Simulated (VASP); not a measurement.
# AgCl (Cmcm) in VASP: further runs, part 2 of 2

VASP 6.6.1.

## Step 3: Electric field gradients, PBE

File INCAR:

```
  PREC = Accurate
  ENCUT = 520
  EDIFF = 1E-8
  ISMEAR = -1
  SIGMA = 0.03
  LREAL = F
  LASPH = T
  NELM = 100
  ALGO = Normal
  ISIF = 2
  LWAVE = F
  LCHARG = F
  GGA = PE
  LEFG = T
  NBANDS = 26
```

File KPOINTS:

```
Automatic mesh
0
Gamma
  9 9 8
```

File POSCAR:

```
AgCl
1.0
    1.8709097030     -5.5565952358      0.0000000000
    1.8709097030      5.5565952358      0.0000000000
    0.0000000000      0.0000000000      3.9240373500
Ag Cl
2 2
Direct
    0.3965554000      0.6034446000      0.7500000000
    0.6034446000      0.3965554000      0.2500000000
    0.8654487300      0.1345512700      0.2500000000
    0.1345512700      0.8654487300      0.7500000000
```

Potentials or basis: VASP PAW PBE potentials, release 64 (Ag, Cl).

Started as:

```sh
cat potpaw_PBE.64/Ag/POTCAR potpaw_PBE.64/Cl/POTCAR > POTCAR
mpirun -np 1 vasp_std > vasp.out
```

OUTCAR:

```text
PREC = Accurate
   ENCUT = 520
   EDIFF = 1E-8
   ISMEAR = -1
   LREAL = F
   LASPH = T
   NELM = 100
   ISIF = 2
   GGA = PE

 ion  position               nearest neighbor table
   1  0.397  0.603  0.750-   3 2.73   3 2.73   3 2.73   3 2.73   4 2.91   2 3.02   2 3.02
   2  0.603  0.397  0.250-   4 2.73   4 2.73   4 2.73   4 2.73   3 2.91   1 3.02   1 3.02
   3  0.865  0.135  0.250-   1 2.73   1 2.73   1 2.73   1 2.73   2 2.91
   4  0.135  0.865  0.750-   2 2.73   2 2.73   2 2.73   2 2.73   1 2.91

  LATTYP: Found a base centered orthorhombic cell.
 ALAT       =     3.7418194060
 B/A-ratio  =     2.9699964819
 C/A-ratio  =     1.0486976853

  Lattice vectors:

 A1 = (   1.8709097030,  -5.5565952358,   0.0000000000)
 A2 = (   1.8709097030,   5.5565952358,   0.0000000000)
 A3 = (   0.0000000000,   0.0000000000,   3.9240373500)

Analysis of symmetry for initial positions (statically):
=====================================================================
 Subroutine PRICEL returns:
 Original cell was already a primitive cell.

 Routine SETGRP: Setting up the symmetry group for a
 base centered orthorhombic supercell.

 Subroutine GETGRP returns: Found  8 space group operations
 (whereof  4 operations were pure point group operations)
 out of a pool of  8 trial point group operations.

The static configuration has the point symmetry C_2h.
 The point group associated with its full space group is D_2h.

Analysis of symmetry for dynamics (positions and initial velocities):
=====================================================================
 Subroutine PRICEL returns:
 Original cell was already a primitive cell.

 Routine SETGRP: Setting up the symmetry group for a
 base centered orthorhombic supercell.

 Subroutine GETGRP returns: Found  8 space group operations
 (whereof  4 operations were pure point group operations)
 out of a pool of  8 trial point group operations.

The dynamic configuration has the point symmetry C_2h.
 The point group associated with its full space group is D_2h.

 Subroutine INISYM returns: Found  8 space group operations
 (whereof  4 operations are pure point group operations),
 and found     1 'primitive' translations

----------------------------------------------------------------------------------------

                                     Primitive cell

  volume of cell :      81.5877

  direct lattice vectors                    reciprocal lattice vectors
     1.870909703 -5.556595236  0.000000000     0.267249670 -0.089983160  0.000000000
     1.870909703  5.556595236  0.000000000     0.267249670  0.089983160  0.000000000
     0.000000000  0.000000000  3.924037350     0.000000000  0.000000000  0.254839572

  length of vectors
     5.863109562  5.863109562  3.924037350     0.281991764  0.281991764  0.254839572

  position of ions in fractional coordinates (direct lattice)
     0.396555400  0.603444600  0.750000000
     0.603444600  0.396555400  0.250000000
     0.865448730  0.134551270  0.250000000
     0.134551270  0.865448730  0.750000000

  ion indices of the primitive-cell ions
   primitive index   ion index
                 1           1
                 2           2
[... 90 lines left out ...]
   EFERMI_NEDOS =   21; number of points for ismear=-14 and -15
   IALGO  =     38    algorithm
   IMIX   =      4    mixing-type and parameters
     AMIX     =   0.40;   BMIX     =  1.00
     AMIX_MAG =   1.60;   BMIX_MAG =  1.00
  volume/ion in A,a.u.               =      20.40       137.65
  Fermi-wavevector in a.u.,A,eV,Ry     =   1.246333  2.355228 21.134554  1.553346
  Thomas-Fermi vector in A             =   2.380515
   LORBIT       =      0    0 simple, 1 ext, 2 COOP (PROOUT), +10 PAW based schemes
   GGA     = PE    functional components
   LHFCALC =     F    Hartree Fock is set to
   AEXX    =    0.0000 exact exchange contribution
   IVDW    =     0    specifies the selected vdW correction
   LEPSILON=     F    determine dielectric tensor
   LRPA    =     F    only Hartree local field effects (RPA)
 non-spin polarized calculation
  energy-cutoff  :      520.00
  volume of cell :       81.59
 maximum number of plane-waves:      2222
 NGX is ok and might be reduce to    48
   NGX = 21   NGY = 21   NGZ = 15

 number of electron      36.0000004 magnetization

 Free energy of the ion-electron system (eV)
  ---------------------------------------------------
  ext. energy  EPLUGINS =         0.00000000
  ---------------------------------------------------
  free energy    TOTEN  =       -10.64728802 eV

  energy without entropy =      -10.64728620  energy(sigma->0) =      -10.64728711

 E-fermi :   4.5170     XC(G=0): -10.2525

 val. band max:        4.2366783880   @ k =   0.2222   0.2222   0.0000
 cond. band min:       4.7233168391   @ k =   0.0000   0.0000   0.0000
 fundamental gap:      0.4866384511
 Fermi energy:         4.5169553267

 k-point     1 :       0.0000    0.0000    0.0000
  band No.  band energies     occupation
      1     -10.9177      2.00000
      2     -10.3131      2.00000
      3      -0.2705      2.00000
      4       0.8016      2.00000
      5       1.0085      2.00000
      6       1.1347      2.00000
[... 685 lines left out ...]
     25      14.6811      0.00000
     26      15.6938      0.00000

 [... further k-points ...]

------------------------ aborting loop because EDIFF is reached ----------------------------------------

  FORCE on cell =-STRESS in cart. coord.  units (eV):
  Direction    XX          YY          ZZ          XY          YZ          ZX
  --------------------------------------------------------------------------------------
  -------------------------------------------------------------------------------------
  Total        0.7625124      0.8471173      0.7569528      0.0000000     -0.0000000      0.0000000
  in kB       14.9738263     16.6352532     14.8646495      0.0000000     -0.0000000      0.0000000
  external PRESSURE =      15.4912430 kB  Pullay stress =       0.0000000 kB

 VOLUME and BASIS-vectors are now :
 -----------------------------------------------------------------------------
  energy-cutoff  :      520.00
  volume of cell :       81.59
      direct lattice vectors                 reciprocal lattice vectors
     1.870909703 -5.556595236  0.000000000     0.267249670 -0.089983160  0.000000000
     1.870909703  5.556595236  0.000000000     0.267249670  0.089983160  0.000000000
     0.000000000  0.000000000  3.924037350     0.000000000  0.000000000  0.254839572

 POSITION                                       TOTAL-FORCE (eV/Angst)
 -----------------------------------------------------------------------------------
      1.87091      1.14960      2.94303         0.000000      0.014188      0.000000
      1.87091     -1.14960      0.98101         0.000000     -0.014188      0.000000
      1.87091     -4.06130      0.98101         0.000000      0.002932      0.000000
      1.87091      4.06130      2.94303         0.000000     -0.002932      0.000000
 -----------------------------------------------------------------------------------
    total drift:                                0.000000     -0.000000      0.000000

  FREE ENERGIE OF THE ION-ELECTRON SYSTEM (eV)
  ---------------------------------------------------
  free  energy   TOTEN  =       -10.6472880219 eV

  energy  without entropy=      -10.6472862022  energy(sigma->0) =      -10.64728711

 Electric field gradients (V/A^2)
---------------------------------------------------------------------
 ion       V_xx      V_yy      V_zz      V_xy      V_xz      V_yz
---------------------------------------------------------------------
   1     -22.802    51.222   -28.420     0.000     0.000    -0.000
   2     -22.802    51.222   -28.420     0.000     0.000    -0.000
   3      34.442   -54.083    19.641     0.000    -0.000    -0.000
   4      34.442   -54.083    19.641     0.000     0.000    -0.000
---------------------------------------------------------------------

 Electric field gradients after diagonalization (V/A^2)
 (convention: |V_zz| > |V_xx| > |V_yy|)
----------------------------------------------------------------------
 ion       V_xx      V_yy      V_zz     asymmetry (V_yy - V_xx)/ V_zz
----------------------------------------------------------------------
   1     -28.420   -22.802    51.222       0.110
   2     -28.420   -22.802    51.222       0.110
   3      34.442    19.641   -54.083       0.274
   4      34.442    19.641   -54.083       0.274
----------------------------------------------------------------------

           NMR quadrupolar parameters

 Cq : quadrupolar parameter    Cq=e*Q*V_zz/h
 eta: asymmetry parameters     (V_yy - V_xx)/ V_zz
 Q  : nuclear electric quadrupole moment in mb (millibarn)
----------------------------------------------------------------------
 ion       Cq(MHz)       eta       Q (mb)
----------------------------------------------------------------------
   1       0.124       0.110       1.000
   2       0.124       0.110       1.000
   3      -0.131       0.274       1.000
   4      -0.131       0.274       1.000
----------------------------------------------------------------------
```

OSZICAR:

```text
N       E                     dE             d eps       ncg     rms          rms(c)
DAV:   1     0.237753700259E+03    0.23775E+03   -0.17709E+04  6500   0.129E+03
DAV:   2     0.169789986792E+01   -0.23606E+03   -0.22471E+03  7270   0.284E+02
DAV:   3    -0.110087961601E+02   -0.12707E+02   -0.12604E+02  7670   0.673E+01
DAV:   4    -0.111430831555E+02   -0.13429E+00   -0.13417E+00  7316   0.759E+00
DAV:   5    -0.111449393275E+02   -0.18562E-02   -0.18561E-02  7774   0.913E-01    0.875E+00
DAV:   6    -0.106540153784E+02    0.49092E+00   -0.89033E-01  7114   0.106E+01    0.612E+00
DAV:   7    -0.106528865507E+02    0.11288E-02   -0.38976E-01  6818   0.347E+00    0.284E+00
DAV:   8    -0.106474742823E+02    0.54123E-02   -0.19685E-02  7044   0.135E+00    0.630E-01
DAV:   9    -0.106471728489E+02    0.30143E-03   -0.43891E-03  7226   0.687E-01    0.688E-02
DAV:  10    -0.106472438316E+02   -0.70983E-04   -0.29650E-04  7264   0.120E-01    0.455E-02
DAV:  11    -0.106472907112E+02   -0.46880E-04   -0.57019E-05  6672   0.727E-02    0.227E-02
DAV:  12    -0.106472877677E+02    0.29435E-05   -0.93830E-06  7102   0.420E-02    0.521E-03
DAV:  13    -0.106472881279E+02   -0.36022E-06   -0.19161E-06  6802   0.747E-03    0.227E-03
DAV:  14    -0.106472880475E+02    0.80437E-07   -0.17595E-07  7252   0.392E-03    0.591E-04
DAV:  15    -0.106472880244E+02    0.23073E-07   -0.31815E-08  6586   0.142E-03    0.423E-04
DAV:  16    -0.106472880219E+02    0.24966E-08   -0.79054E-09  4784   0.836E-04
   1 F= -.10647288E+02 E0= -.10647287E+02  d E =-.181969E-05
```

stdout:

```text
POSCAR found type information on POSCAR AgCl
 POSCAR found :  2 types and       4 ions
 scaLAPACK will be used
 LDA part: xc-table for (Slater+PW92), standard interpolation
 POSCAR, INCAR and KPOINTS ok, starting setup
 FFT: planning ... GRIDC
 FFT: planning ... GRID_SOFT
 FFT: planning ... GRID
 WAVECAR not read
 entering main loop
ion   1

ion   2

ion   3

ion   4
```

It took 3.4 min on 1 thread of Intel Xeon 6975P-C (Granite Rapids), shared host; peak memory 0.39 GiB.

Results:

| Property | Result |
| --- | --- |
| Free energy | -10.6473 eV |
| Pressure | 1.5 GPa |
| Largest force | 0.014 eV/Å |
| Band gap on the k mesh | 0.49 eV, indirect (least direct gap 1.96 eV) |

Forces in eV/Å, atoms in the order of the input:
```
Ag   0.000  0.014  0.000
Ag   0.000 -0.014  0.000
Cl   0.000  0.003  0.000
Cl   0.000 -0.003  0.000
```

Levels at points of the mesh, in eV from the valence-band top:
| k point | band 16 | band 17 | band 18 | band 19 | band 20 | band 21 |
| --- | --- | --- | --- | --- | --- | --- |
| (0.00, 0.00, 0.00) | -1.77 | -1.64 | -1.47 | 0.49 | 3.16 | 7.74 |
| (0.00, 0.00, 0.50) | -1.28 | -0.09 | -0.09 | 4.38 | 4.38 | 6.80 |

Electric field gradients, principal values (V/Å²):
| atom | least | middle | greatest (by size) |
| --- | --- | --- | --- |
| 1 Ag | -22.802 | -28.420 | 51.222 |
| 2 Ag | -22.802 | -28.420 | 51.222 |
| 3 Cl | 19.641 | 34.442 | -54.083 |
| 4 Cl | 19.641 | 34.442 | -54.083 |

Caveat: without QUAD_EFG the Cq values of the log hold for a quadrupole moment of 1 mb, not for the nuclei.

## Step 4: Electric field gradients, PBE

File INCAR:

```
SYSTEM = AgCl
ALGO = Normal
EDIFF = 1E-8
ENCUT = 520
GGA = PE
ISIF = 2
ISMEAR = -1
LASPH = .True.
LCHARG = .False.
LEFG = .True.
LREAL = .False.
LWAVE = .False.
NBANDS = 26
NELM = 100
PREC = Accurate
SIGMA = 0.03
```

File KPOINTS:

```
k-points
0
Gamma
  9 9 8
  0 0 0
```

POSCAR is that of step 3.

Potentials or basis: VASP PAW PBE potentials, release 64 (Ag, Cl).

Started as:

```sh
cat potpaw_PBE.64/Ag/POTCAR potpaw_PBE.64/Cl/POTCAR > POTCAR
mpirun -np 1 vasp_std > vasp.out
```

OUTCAR:

```text
SYSTEM = AgCl
   EDIFF = 1E-8
   ENCUT = 520
   GGA = PE
   ISIF = 2
   ISMEAR = -1
   LASPH = .True.
   LREAL = .False.
   NELM = 100
   PREC = Accurate

 ion  position               nearest neighbor table
   1  0.397  0.603  0.750-   3 2.73   3 2.73   3 2.73   3 2.73   4 2.91   2 3.02   2 3.02
   2  0.603  0.397  0.250-   4 2.73   4 2.73   4 2.73   4 2.73   3 2.91   1 3.02   1 3.02
   3  0.865  0.135  0.250-   1 2.73   1 2.73   1 2.73   1 2.73   2 2.91
   4  0.135  0.865  0.750-   2 2.73   2 2.73   2 2.73   2 2.73   1 2.91

  LATTYP: Found a base centered orthorhombic cell.
 ALAT       =     3.7418194060
 B/A-ratio  =     2.9699964819
 C/A-ratio  =     1.0486976853

  Lattice vectors:
[... 926 lines left out ...]
 ion       V_xx      V_yy      V_zz      V_xy      V_xz      V_yz
---------------------------------------------------------------------
   1     -22.802    51.222   -28.420     0.000     0.000    -0.000
   2     -22.802    51.222   -28.420     0.000     0.000    -0.000
   3      34.442   -54.083    19.641     0.000    -0.000    -0.000
   4      34.442   -54.083    19.641     0.000     0.000    -0.000
---------------------------------------------------------------------

 Electric field gradients after diagonalization (V/A^2)
 (convention: |V_zz| > |V_xx| > |V_yy|)
----------------------------------------------------------------------
 ion       V_xx      V_yy      V_zz     asymmetry (V_yy - V_xx)/ V_zz
----------------------------------------------------------------------
   1     -28.420   -22.802    51.222       0.110
   2     -28.420   -22.802    51.222       0.110
   3      34.442    19.641   -54.083       0.274
   4      34.442    19.641   -54.083       0.274
----------------------------------------------------------------------

           NMR quadrupolar parameters

 Cq : quadrupolar parameter    Cq=e*Q*V_zz/h
 eta: asymmetry parameters     (V_yy - V_xx)/ V_zz
 Q  : nuclear electric quadrupole moment in mb (millibarn)
----------------------------------------------------------------------
 ion       Cq(MHz)       eta       Q (mb)
----------------------------------------------------------------------
   1       0.124       0.110       1.000
   2       0.124       0.110       1.000
   3      -0.131       0.274       1.000
   4      -0.131       0.274       1.000
----------------------------------------------------------------------
```

stdout:

```text
POSCAR found type information on POSCAR AgCl
 POSCAR found :  2 types and       4 ions
 scaLAPACK will be used
 LDA part: xc-table for (Slater+PW92), standard interpolation
 POSCAR, INCAR and KPOINTS ok, starting setup
 FFT: planning ... GRIDC
 FFT: planning ... GRID_SOFT
 FFT: planning ... GRID
 WAVECAR not read
 entering main loop
ion   1

ion   2

ion   3

ion   4
```

Wall time 3.1 min (1 thread of Intel Xeon 6975P-C (Granite Rapids), shared host); peak memory 0.39 GiB.

Results:

```
Free energy            : -10.6473 eV
Pressure               : 1.5 GPa
Largest force          : 0.014 eV/Å
Band gap on the k mesh : 0.49 eV, indirect (least direct gap 1.96 eV)
```

Forces on the atoms (eV/Å):
```
Ag   0.000  0.014  0.000
Ag   0.000 -0.014  0.000
Cl   0.000  0.003  0.000
Cl   0.000 -0.003  0.000
```

Stress tensor (GPa, compression positive):
```
1.50 0.00 0.00
0.00 1.66 0.00
0.00 0.00 1.49
```

Electric field gradients, principal values (V/Å²):
```csv
atom,least,middle,greatest (by size)
1 Ag,-22.802,-28.420,51.222
2 Ag,-22.802,-28.420,51.222
3 Cl,19.641,34.442,-54.083
4 Cl,19.641,34.442,-54.083
```

Caveat: without QUAD_EFG the Cq values of the log hold for a quadrupole moment of 1 mb, not for the nuclei. A k mesh can miss the band edges.
